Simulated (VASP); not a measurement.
# CuO in VASP: further runs, part 2 of 2

VASP 6.6.1.

## (4) Relaxation of cell and atoms, PBE

INCAR reads:

```
  PREC = Accurate
  ENCUT = 600
  EDIFF = 1E-6
  ISMEAR = -1
  SIGMA = 0.05
  LREAL = False
  LASPH = True
  NELM = 100
  ALGO = Normal
  ISIF = 3
  LWAVE = False
  LCHARG = False
  GGA = PE
  IBRION = 2
  NSW = 60
  EDIFFG = -0.01
```

KPOINTS reads:

```
regular mesh
0
Gamma
  10 10 10
```

POSCAR reads:

```
CuO
1.0
    2.5525506100      0.0000000000      0.0000000000
    0.0000000000      2.5525506100      0.0000000000
    0.0000000000      0.0000000000      2.5525506100
Cu O
1 1
Direct
    0.0000000000      0.0000000000      0.0000000000
    0.5000000000      0.5000000000      0.5000000000
```

Potentials or basis: VASP PAW PBE potentials, release 64 (Cu, O).

On the command line:

```bash
> cat potpaw_PBE.64/Cu/POTCAR potpaw_PBE.64/O/POTCAR > POTCAR
> mpirun -np 1 vasp_std > vasp.out
```

OUTCAR:

```text
PREC = Accurate
   ENCUT = 600
   EDIFF = 1E-6
   ISMEAR = -1
   LREAL = False
   LASPH = True
   NELM = 100
   ISIF = 3
   GGA = PE
   IBRION = 2
   NSW = 60
   EDIFFG = -0.01

 ion  position               nearest neighbor table
   1  0.000  0.000  0.000-   2 2.21   2 2.21   2 2.21   2 2.21   2 2.21   2 2.21   2 2.21   2 2.21

   2  0.500  0.500  0.500-   1 2.21   1 2.21   1 2.21   1 2.21   1 2.21   1 2.21   1 2.21   1 2.21

  LATTYP: Found a simple cubic cell.
 ALAT       =     2.5525506100

  Lattice vectors:

 A1 = (   2.5525506100,   0.0000000000,   0.0000000000)
 A2 = (   0.0000000000,   2.5525506100,   0.0000000000)
 A3 = (   0.0000000000,   0.0000000000,   2.5525506100)

Analysis of symmetry for initial positions (statically):
=====================================================================
[... 267 lines left out ...]
      5       4.5128      2.00000
      6       4.5128      2.00000
      7       4.7324      2.00000
      8       4.7324      2.00000
      9       4.7324      2.00000
     10       7.0350      0.00000
     11      22.0078      0.00000
     12      22.0078      0.00000
[... 331 lines left out ...]
 k-point    24 :       0.3000    0.1000    0.1000
  band No.  band energies     occupation
      1     -12.0311      2.00000
      2       0.3241      2.00000
      3       2.8314      2.00000
      4       3.1931      2.00000
      5       3.5573      2.00000
      6       4.5668      2.00000
      7       4.7564      2.00000
      8       5.5756      2.00000
      9       6.2068      1.72778
     10      11.1289      0.00000
     11      17.5503      0.00000
     12      21.4993      0.00000

 [... further k-points ...]

------------------------ aborting loop because EDIFF is reached ----------------------------------------

  FORCE on cell =-STRESS in cart. coord.  units (eV):
  Direction    XX          YY          ZZ          XY          YZ          ZX
  --------------------------------------------------------------------------------------
  -------------------------------------------------------------------------------------
  Total        0.0033510      0.0033510      0.0033510     -0.0000000     -0.0000000      0.0000000
  in kB        0.2930214      0.2930214      0.2930214     -0.0000000     -0.0000000      0.0000000
  external PRESSURE =       0.2930214 kB  Pullay stress =       0.0000000 kB
[... 17 lines left out ...]
  FREE ENERGIE OF THE ION-ELECTRON SYSTEM (eV)
  ---------------------------------------------------
  free  energy   TOTEN  =        -8.6185582476 eV

  energy  without entropy=       -8.5921499461  energy(sigma->0) =       -8.60535410

 reached required accuracy - stopping structural energy minimisation
```

OSZICAR:

```text
N       E                     dE             d eps       ncg     rms          rms(c)
DAV:   1     0.109678257354E+03    0.10968E+03   -0.95438E+03  1432   0.253E+03
DAV:   2    -0.270555294225E+01   -0.11238E+03   -0.10202E+03  1392   0.366E+02
DAV:   3    -0.113338885993E+02   -0.86283E+01   -0.77957E+01  1556   0.111E+02
[... 29 lines left out ...]
DAV:   5    -0.861913396342E+01    0.93153E-02   -0.21783E-02  2040   0.464E+00    0.217E-01
DAV:   6    -0.861861452833E+01    0.51944E-03   -0.18440E-03  2016   0.955E-01    0.814E-02
DAV:   7    -0.861856693975E+01    0.47589E-04   -0.22477E-04  1896   0.228E-01    0.297E-02
DAV:   8    -0.861855885984E+01    0.80799E-05   -0.32809E-05  1780   0.266E-01    0.850E-03
DAV:   9    -0.861855824765E+01    0.61219E-06   -0.44351E-06  1672   0.486E-02
   3 F= -.86185582E+01 E0= -.86053541E+01  d E =-.100627E+00
```

CONTCAR:

```text
CuO
   1.00000000000000
     2.6363133663570282    0.0000000000000000    0.0000000000000000
     0.0000000000000000    2.6363133663570282    0.0000000000000000
    -0.0000000000000000   -0.0000000000000000    2.6363133663570282
  Cu              O
     1     1
Direct
     0.0000000000000000    0.0000000000000000    0.0000000000000000
     0.5000000000000000    0.5000000000000000    0.5000000000000000

  0.00000000E+00  0.00000000E+00  0.00000000E+00
  0.00000000E+00  0.00000000E+00  0.00000000E+00
```

Run time: 16 s. Hardware: 1 thread of Intel Xeon Platinum 8488C (Sapphire Rapids), shared host; peak memory 0.14 GiB.

Results:

```
Free energy                            : -8.6186 eV
Relaxed volume                         : 9.16 Å³/atom
Relaxed cell                           : a = 2.636 Å, b = 2.636 Å, c = 2.636 Å, α = 90.00°, β = 90.00°, γ = 90.00°
Space group after relaxing (to 0.05 Å) : Pm-3m (No. 221)
Energy gained by relaxing              : 50.3 meV/atom
Ionic steps                            : 3
Pressure after relaxing                : 0.0 GPa
```

Step by step:
```tsv
step	energy change (eV)	largest force (eV/Å)	pressure (GPa)	volume (Å³)
1	0.0000	0.0000	20.91	16.63
2	-0.0712	0.0000	-8.51	19.38
3	-0.1006	0.0000	0.03	18.32
```

Final structure:
```
Cu O
1.0
     2.63631    0.00000    0.00000
     0.00000    2.63631    0.00000
     0.00000    0.00000    2.63631
Cu O
1 1
Direct
  0.00000 0.00000 0.00000
  0.50000 0.50000 0.50000
```

Levels at points of the mesh, in eV from the Fermi level:
| k point | band 7 | band 8 | band 9 | band 10 | band 11 | band 12 |
| --- | --- | --- | --- | --- | --- | --- |
| (0.00, 0.00, 0.00) | -1.57 | -1.57 | -1.57 | 0.74 | 15.71 | 15.71 |
| (0.50, 0.00, 0.00) | -1.11 | 0.41 | 0.41 | 6.44 | 7.86 | 17.59 |
| (0.50, 0.50, 0.00) | -2.00 | -1.14 | -0.85 | 5.21 | 11.33 | 11.33 |
| (0.50, 0.50, 0.50) | 0.30 | 0.30 | 0.30 | 7.04 | 7.04 | 7.04 |

Caveat: an odd number of electrons without spin polarisation forces a metal; a magnetic or distorted state may lie lower; semilocal functionals often make such compounds metallic where correlation or magnetic order opens a gap, which also shifts bond lengths. With open d or f shells a metallic result of PBE can be an artefact of self-interaction; +U or a hybrid may open a gap.

## (5) Relaxation of cell and atoms, PBE, target pressure 2 GPa, at which the enthalpy is minimised

INCAR reads:

```
SYSTEM = CuO
ALGO = Normal ; EDIFF = 1E-7
EDIFFG = -0.01 ; ENCUT = 600
GGA = PE ; IBRION = 2
ISIF = 3 ; ISMEAR = -1
LASPH = .True. ; LCHARG = .False.
LREAL = .False. ; LWAVE = .False.
NELM = 80 ; NSW = 60
PREC = Accurate ; PSTRESS = 20.0
SIGMA = 0.05
```

KPOINTS reads:

```
k-points
0
Gamma
  10 10 10
  0 0 0
```

POSCAR is that of step 4.

On the command line:

```bash
> cat potpaw_PBE.64/Cu/POTCAR potpaw_PBE.64/O/POTCAR > POTCAR
> mpirun -np 1 vasp_std > vasp.out
```

It took 17 s on 1 thread of Intel Xeon Platinum 8488C (Sapphire Rapids), shared host; peak memory 0.13 GiB.

It converged, with:

| Quantity | Value |
| --- | --- |
| Free energy | -8.6173 eV |
| Relaxed volume | 9.06 Å³/atom |
| Relaxed cell | a = 2.626 Å, b = 2.626 Å, c = 2.626 Å, α = 90.00°, β = 90.00°, γ = 90.00° |
| Space group after relaxing (to 0.05 Å) | Pm-3m (No. 221) |
| Energy change on relaxing (the enthalpy is what falls) | -49.7 meV/atom |
| Ionic steps | 3 |
| Pressure after relaxing | 2.0 GPa |

The path:
```tsv
step	energy change (eV)	largest force (eV/Å)	pressure (GPa)	volume (Å³)
1	0.0000	0.0000	20.90	16.63
2	-0.0841	0.0000	-6.52	19.11
3	-0.0994	0.0000	1.98	18.12
```

Final structure:
```
Cu O
1.0
     2.62646    0.00000    0.00000
     0.00000    2.62646    0.00000
     0.00000    0.00000    2.62646
Cu O
1 1
Direct
  0.00000 0.00000 0.00000
  0.50000 0.50000 0.50000
```

Levels at points of the mesh, in eV from the Fermi level:
```
           k point  band 7  band 8  band 9  band 10  band 11  band 12
(0.00, 0.00, 0.00)   -1.59   -1.59   -1.59     0.79    15.76    15.76
(0.50, 0.00, 0.00)   -1.13    0.41    0.41     6.50     7.95    17.62
(0.50, 0.50, 0.00)   -2.03   -1.16   -0.87     5.25    11.42    11.42
(0.50, 0.50, 0.50)    0.31    0.31    0.31     7.05     7.05     7.05
```

Caveat: the cell is relaxed towards a set pressure, so the enthalpy falls and the energy may rise; an odd number of electrons without spin polarisation forces a metal; a magnetic or distorted state may lie lower; semilocal functionals often make such compounds metallic where correlation or magnetic order opens a gap, which also shifts bond lengths.

## (6) Summary

```csv
task,cell,k mesh,cutoff (eV),smearing,gap on the mesh (eV),pressure (GPa)
single point,"a = 2.553 Å, 2 atoms",6 × 6 × 6,520,fermi-dirac 0.03 eV,none,21.3
single point,"a = 2.553, b = 2.553, c = 2.655 Å, 2 atoms",9 × 9 × 8,520,fermi-dirac 0.05 eV,none,11.6
relaxation of cell and atoms,"relaxed from a = 2.553 Å, 2 atoms",10 × 10 × 10,600,fermi-dirac 0.05 eV,none,0.0
relaxation of cell and atoms,"relaxed to 2 GPa from a = 2.553 Å, 2 atoms",10 × 10 × 10,600,fermi-dirac 0.05 eV,none,2.0
```

Alike in all rows: level PBE; potentials or basis VASP PAW PBE potentials, release 64 (Cu, O); no spin polarisation.

Caveats: some runs use coarse meshes; an odd number of electrons without spin polarisation forces a metal; a magnetic or distorted state may lie lower; semilocal functionals often make such compounds metallic where correlation or magnetic order opens a gap, which also shifts bond lengths; the cell is relaxed towards a set pressure, so the enthalpy falls and the energy may rise (some runs).

Absolute energies hang on the potentials; compare differences alone.
